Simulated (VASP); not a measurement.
HfO2 (CdI2 type), 3 atoms in the cell. Symmetry: P-3m1, No. 164, trigonal system. Conventional cell: a = 2.558 Å, b = 2.558 Å, c = 4.092 Å, α = 90.00°, β = 90.00°, γ = 120.00°. Within 2.4 Å of Hf (site symmetry -3m) lie 6 O at 1.80 Å. O (site symmetry 3m) has 3 Hf at 1.80 Å within 2.4 Å. 

- Program: VASP 6.6.1
- Task: relaxation of cell and atoms
- Functional: PBE
- Potentials or basis: VASP PAW PBE potentials, release 64 (Hf_pv, O)
- Cutoff: 600 eV
- k mesh: 14 × 14 × 8
- Occupations: fermi-dirac, width 0.05 eV
- Spin: no spin polarisation
- Target pressure: 180 GPa
- Dipole correction: no
- Further INCAR settings: ALGO = Normal; EDIFF = 1e-06; IBRION = 2; EDIFFG = -0.005; NSW = 60; ISIF = 3

Potentials or basis: VASP PAW PBE potentials, release 64 (Hf_pv, O).

Command:

```bash
$ cat potpaw_PBE.64/Hf_pv/POTCAR potpaw_PBE.64/O/POTCAR > POTCAR
$ mpirun -np 1 vasp_std > vasp.out
```

Hardware: 1 thread of Intel(R) Xeon(R) 6975P-C (Granite Rapids) (shared host).

Question: Estimate the wall time of this run.

Answer: Run time: 7 min on 1 thread of Intel(R) Xeon(R) 6975P-C (Granite Rapids), on a shared host, peak memory 0.22 GiB. Counts: scf iterations 180, k points 168, ion steps 24.
